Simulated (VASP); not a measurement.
# LaO4 (Im-3m) in VASP: notebook

The runs below take LaO4 through single point, relaxation of cell and atoms, with PBE.

Program: VASP 6.6.1. These are calculated values, not measurements. Logs are shortened: lines on timing, memory, paths and dates and some standing lists are left out, and cuts for length are marked.

## 1. The cell of the first run

Symmetry: Im-3m, No. 229, cubic system. Conventional cell: a = 5.510 Å, b = 5.510 Å, c = 5.510 Å, α = 90.00°, β = 90.00°, γ = 90.00°. Within 3.2 Å of La (site symmetry m-3m) lie 8 O at 2.39 Å. O (site symmetry -3m) has 2 La at 2.39 Å and 6 O at 2.75 Å within 3.2 Å.

## 2. Single point, PBE

File INCAR:

```
PREC = Accurate ; ENCUT = 520
EDIFF = 1E-6 ; ISMEAR = 0
SIGMA = 0.1 ; LREAL = False
LASPH = True ; NELM = 100
ALGO = Normal ; ISIF = 2
LWAVE = False ; LCHARG = False
GGA = PE ; NBANDS = 26
```

File KPOINTS:

```
regular mesh
0
Gamma
  4 4 4
```

File POSCAR:

```
LaO4
1.0
   -2.7548883576      2.7548883576      2.7548883576
    2.7548883576     -2.7548883576      2.7548883576
    2.7548883576      2.7548883576     -2.7548883576
La O
1 4
Direct
    0.0000000000      0.0000000000      0.0000000000
    0.0000000000      0.5000031974      0.0000000000
    0.4999968026      0.4999968026      0.4999968026
    0.0000000000      0.0000000000      0.5000031974
    0.5000031974      0.0000000000      0.0000000000
```

Potentials or basis: VASP PAW PBE potentials, release 64 (La, O).

Run with:

```
cat potpaw_PBE.64/La/POTCAR potpaw_PBE.64/O/POTCAR > POTCAR
mpirun -np 1 vasp_std > vasp.out
```

OUTCAR:

```text
PREC = Accurate
   ENCUT = 520
   EDIFF = 1E-6
   ISMEAR = 0
   LREAL = False
   LASPH = True
   NELM = 100
   ISIF = 2
   GGA = PE

 ion  position               nearest neighbor table
   1  0.000  0.000  0.000-   2 2.39   3 2.39   4 2.39   5 2.39   2 2.39   4 2.39   5 2.39   3 2.39

   2  0.000  0.500  0.000-   1 2.39   1 2.39
   3  0.500  0.500  0.500-   1 2.39   1 2.39
   4  0.000  0.000  0.500-   1 2.39   1 2.39
   5  0.500  0.000  0.000-   1 2.39   1 2.39

  LATTYP: Found a body centered cubic cell.
 ALAT       =     5.5097767152

  Lattice vectors:

 A1 = (  -2.7548883576,   2.7548883576,   2.7548883576)
 A2 = (   2.7548883576,  -2.7548883576,   2.7548883576)
 A3 = (   2.7548883576,   2.7548883576,  -2.7548883576)

Analysis of symmetry for initial positions (statically):
=====================================================================
 Subroutine PRICEL returns:
 Original cell was already a primitive cell.

 Routine SETGRP: Setting up the symmetry group for a
 body centered cubic supercell.

 Subroutine GETGRP returns: Found 48 space group operations
 (whereof 48 operations were pure point group operations)
 out of a pool of 48 trial point group operations.

The static configuration has the point symmetry O_h .

Analysis of symmetry for dynamics (positions and initial velocities):
=====================================================================
 Subroutine PRICEL returns:
 Original cell was already a primitive cell.

 Routine SETGRP: Setting up the symmetry group for a
 body centered cubic supercell.

 Subroutine GETGRP returns: Found 48 space group operations
 (whereof 48 operations were pure point group operations)
 out of a pool of 48 trial point group operations.

The dynamic configuration has the point symmetry O_h .

 Subroutine INISYM returns: Found 48 space group operations
 (whereof 48 operations are pure point group operations),
 and found     1 'primitive' translations

----------------------------------------------------------------------------------------

                                     Primitive cell

  volume of cell :      83.6319

  direct lattice vectors                    reciprocal lattice vectors
    -2.754888358  2.754888358  2.754888358     0.000000000  0.181495558  0.181495558
     2.754888358 -2.754888358  2.754888358     0.181495558  0.000000000  0.181495558
     2.754888358  2.754888358 -2.754888358     0.181495558  0.181495558  0.000000000

  length of vectors
     4.771606605  4.771606605  4.771606605     0.256673480  0.256673480  0.256673480

  position of ions in fractional coordinates (direct lattice)
     0.000000000  0.000000000  0.000000000
     0.000000000  0.500003197  0.000000000
     0.499996803  0.499996803  0.499996803
     0.000000000  0.000000000  0.500003197
     0.500003197  0.000000000  0.000000000

  ion indices of the primitive-cell ions
   primitive index   ion index
                 1           1
                 2           2
                 3           3
                 4           4
                 5           5

----------------------------------------------------------------------------------------

 KPOINTS: regular mesh

Automatic generation of k-mesh.
 Grid dimensions read from file:
 generate k-points for:    4    4    4

 Generating k-lattice:

  Cartesian coordinates                     Fractional coordinates (reciprocal lattice)
     0.000000000  0.045373890  0.045373890     0.250000000  0.000000000  0.000000000
     0.045373890  0.000000000  0.045373890     0.000000000  0.250000000  0.000000000
     0.045373890  0.045373890  0.000000000     0.000000000  0.000000000  0.250000000

  Length of vectors
     0.064168370  0.064168370  0.064168370

  Shift w.r.t. Gamma in fractional coordinates (k-lattice)
     0.000000000  0.000000000  0.000000000

 Subroutine IBZKPT returns following result:
 ===========================================

 Found      8 irreducible k-points:

 Following reciprocal coordinates:
            Coordinates               Weight
  0.000000  0.000000  0.000000      1.000000
  0.250000  0.000000  0.000000     12.000000
  0.500000  0.000000  0.000000      6.000000
  0.250000  0.250000  0.000000     24.000000
  0.250000  0.250000  0.250000      2.000000
 -0.250000  0.250000  0.250000      6.000000
  0.500000  0.500000  0.250000     12.000000
  0.500000  0.500000  0.500000      1.000000
   k-points           NKPTS =      8   k-points in BZ     NKDIM =      8   number of bands    NBANDS=     26
   number of dos      NEDOS =    301   number of ions     NIONS =      5
   total plane-waves  NPLWV =  46656
   dimension x,y,z NGX =    36 NGY =   36 NGZ =   36
   dimension x,y,z NGXF=    72 NGYF=   72 NGZF=   72
   ions per type =               1   4
   NGX,Y,Z   is equivalent  to a cutoff of  12.54, 12.54, 12.54 a.u.
   NGXF,Y,Z  is equivalent  to a cutoff of  25.09, 25.09, 25.09 a.u.
 SYSTEM =  unknown system
   PREC   = accura    normal or accurate (medium, high low for compatibility)
   ISTART =      0    job   : 0-new  1-cont  2-samecut
   ICHARG =      2    charge: 1-file 2-atom 10-const
   ISPIN  =      1    spin polarized calculation?
   LNONCOLLINEAR =      F non collinear calculations
   LSORBIT =      F    spin-orbit coupling
   LASPH  =      T    aspherical Exc in radial PAW
   ENCUT  =  520.0 eV  38.22 Ry    6.18 a.u.   8.87  8.87  8.87*2*pi/ulx,y,z
   NELM   =    100;   NELMIN=  2; NELMDL= -5     # of ELM steps
   EDIFF  = 0.1E-05   stopping-criterion for ELM
   LREAL  =      F    real-space projection
   EDIFFG = 0.1E-04   stopping-criterion for IOM
   NSW    =      0    number of steps for IOM
   IBRION =     -1    ionic relax: 0-MD 1-quasi-New 2-CG
   NFREE  =      0    steps in history (QN), initial steepest desc. (CG)
   ISIF   =      2    stress and relaxation
   ISYM   =      2    0-nonsym 1-usesym 2-fastsym
   POTIM  = 0.5000    time-step for ionic-motion
   TEBEG  =    0.0;   TEEND  =   0.0 temperature during run
   PSTRESS=    0.0 pullay stress
   NELECT =      35.0000    total number of electrons
   NUPDOWN=      -1.0000    fix difference up-down
   EMIN   =  10.00;   EMAX   =-10.00  energy-range for DOS
   EFERMI =   0.00;   METHOD = LEGACY
   ISMEAR =     0;   SIGMA  =   0.10  broadening in eV -4-tet -1-fermi 0-gaus
   EFERMI_NEDOS =   21; number of points for ismear=-14 and -15
   IALGO  =     38    algorithm
   IMIX   =      4    mixing-type and parameters
     AMIX     =   0.40;   BMIX     =  1.00
     AMIX_MAG =   1.60;   BMIX_MAG =  1.00
  volume/ion in A,a.u.               =      16.73       112.88
  Fermi-wavevector in a.u.,A,eV,Ry     =   1.224542  2.314048 20.401962  1.499502
  Thomas-Fermi vector in A             =   2.359612
   LORBIT       =      0    0 simple, 1 ext, 2 COOP (PROOUT), +10 PAW based schemes
   GGA     = PE    functional components
   LHFCALC =     F    Hartree Fock is set to
   AEXX    =    0.0000 exact exchange contribution
   IVDW    =     0    specifies the selected vdW correction
   LEPSILON=     F    determine dielectric tensor
   LRPA    =     F    only Hartree local field effects (RPA)
 non-spin polarized calculation
 Gauss-broadening in eV      SIGMA  =   0.10
  energy-cutoff  :      520.00
  volume of cell :       83.63
 maximum number of plane-waves:      2316
   NGX = 17   NGY = 17   NGZ = 17

 number of electron      35.0000020 magnetization

 Free energy of the ion-electron system (eV)
  ---------------------------------------------------
  ext. energy  EPLUGINS =         0.00000000
  ---------------------------------------------------
  free energy    TOTEN  =       -26.31971200 eV

  energy without entropy =      -26.26857245  energy(sigma->0) =      -26.29414222

 E-fermi :   0.3893     XC(G=0):  -9.0498

 val. band max:        0.3665577785   @ k =   0.2500   0.2500   0.0000
 cond. band min:       0.4381759862   @ k =   0.2500   0.0000   0.0000
 fundamental gap:      0.0716182077
 Fermi energy:         0.3893046523

 k-point     1 :       0.0000    0.0000    0.0000
  band No.  band energies     occupation
      1     -28.1629      2.00000
      2     -15.7008      2.00000
      3     -15.2803      2.00000
      4     -15.2803      2.00000
      5     -15.2803      2.00000
      6     -12.4040      2.00000
[... 18 lines left out ...]
     25       7.2493      0.00000
     26       7.2999      0.00000

 k-point     2 :       0.2500    0.0000    0.0000
  band No.  band energies     occupation
      1     -28.1421      2.00000
      2     -16.1573      2.00000
      3     -15.5948      2.00000
      4     -15.4576      2.00000
      5     -15.2951      2.00000
      6     -12.3921      2.00000
[... 18 lines left out ...]
     25       7.1740      0.00000
     26       7.2525      0.00000

 k-point     3 :       0.5000    0.0000    0.0000
  band No.  band energies     occupation
      1     -28.1211      2.00000
      2     -16.5802      2.00000
      3     -15.8376      2.00000
      4     -15.4768      2.00000
      5     -15.3097      2.00000
      6     -12.3802      2.00000
[... 18 lines left out ...]
     25       7.1106      0.00000
     26       7.2522      0.00000

 k-point     4 :       0.2500    0.2500    0.0000
  band No.  band energies     occupation
      1     -28.1212      2.00000
      2     -16.4337      2.00000
      3     -16.0457      2.00000
      4     -15.4669      2.00000
      5     -15.3398      2.00000
      6     -11.9913      2.00000
[... 18 lines left out ...]
     25       7.1397      0.00000
     26       7.1662      0.00000

 k-point     5 :       0.2500    0.2500    0.2500
  band No.  band energies     occupation
      1     -28.1204      2.00000
      2     -16.0648      2.00000
      3     -16.0648      2.00000
      4     -16.0648      2.00000
      5     -15.1988      2.00000
      6     -11.2491      2.00000
[... 18 lines left out ...]
     25       7.0917      0.00000
     26       7.0917      0.00000

 k-point     6 :      -0.2500    0.2500    0.2500
  band No.  band energies     occupation
      1     -28.1219      2.00000
      2     -16.2016      2.00000
      3     -16.0266      2.00000
      4     -16.0266      2.00000
      5     -15.0405      2.00000
      6     -11.3155      2.00000
[... 18 lines left out ...]
     25       7.1153      0.00000
     26       7.1153      0.00000

 k-point     7 :       0.5000    0.5000    0.2500
  band No.  band energies     occupation
      1     -28.1015      2.00000
      2     -16.5579      2.00000
      3     -16.2770      2.00000
      4     -16.0974      2.00000
      5     -14.9522      2.00000
      6     -11.2866      2.00000
[... 18 lines left out ...]
     25       7.0255      0.00000
     26       7.0587      0.00000

 k-point     8 :       0.5000    0.5000    0.5000
  band No.  band energies     occupation
      1     -28.0817      2.00000
      2     -16.5352      2.00000
      3     -16.5352      2.00000
      4     -16.5352      2.00000
      5     -14.7792      2.00000
      6     -10.2631      2.00000
[... 18 lines left out ...]
     25       6.9657      0.00000
     26       6.9657      0.00000

------------------------ aborting loop because EDIFF is reached ----------------------------------------

  FORCE on cell =-STRESS in cart. coord.  units (eV):
  Direction    XX          YY          ZZ          XY          YZ          ZX
  --------------------------------------------------------------------------------------
  -------------------------------------------------------------------------------------
  Total        0.0041052      0.0041052      0.0041052      0.0000000     -0.0000000      0.0000000
  in kB        0.0786447      0.0786447      0.0786447      0.0000000     -0.0000000      0.0000000
  external PRESSURE =       0.0786447 kB  Pullay stress =       0.0000000 kB

 VOLUME and BASIS-vectors are now :
 -----------------------------------------------------------------------------
  energy-cutoff  :      520.00
  volume of cell :       83.63
      direct lattice vectors                 reciprocal lattice vectors
    -2.754888358  2.754888358  2.754888358     0.000000000  0.181495558  0.181495558
     2.754888358 -2.754888358  2.754888358     0.181495558  0.000000000  0.181495558
     2.754888358  2.754888358 -2.754888358     0.181495558  0.181495558  0.000000000

 POSITION                                       TOTAL-FORCE (eV/Angst)
 -----------------------------------------------------------------------------------
      0.00000      0.00000      0.00000         0.000000      0.000000      0.000000
      1.37745     -1.37745      1.37745         0.000000     -0.000000      0.000000
      1.37744      1.37744      1.37744        -0.000000      0.000000     -0.000000
      1.37745      1.37745     -1.37745         0.000000      0.000000      0.000000
     -1.37745      1.37745      1.37745         0.000000      0.000000      0.000000
 -----------------------------------------------------------------------------------
    total drift:                               -0.000000     -0.000000     -0.000000

  FREE ENERGIE OF THE ION-ELECTRON SYSTEM (eV)
  ---------------------------------------------------
  free  energy   TOTEN  =       -26.3197119955 eV

  energy  without entropy=      -26.2685724487  energy(sigma->0) =      -26.29414222
```

It took 16 s on 1 thread of Intel Xeon Platinum 8488C (Sapphire Rapids), shared host; peak memory 0.2 GiB.

Results:

```
Free energy : -26.3197 eV
Pressure    : 0.0 GPa
```

Levels at points of the mesh, in eV from the Fermi level:
```tsv
k point	band 14	band 15	band 16	band 17	band 18	band 19	band 20	band 21
(0.00, 0.00, 0.00)	-0.44	-0.44	0.21	0.21	0.21	0.73	0.73	6.48
(0.50, 0.00, 0.00)	-1.10	-0.66	-0.51	-0.36	0.10	0.21	0.30	6.50
(0.50, 0.50, 0.50)	-2.12	-0.09	-0.09	-0.09	0.49	0.49	0.49	6.49
```

Caveat: the k points lie up to 0.40 Å⁻¹ apart; spin-orbit coupling is left out, which moves the levels of the heavy elements; an odd number of electrons without spin polarisation forces a metal; a magnetic or distorted state may lie lower.

(Continued in part 2 of 2.)
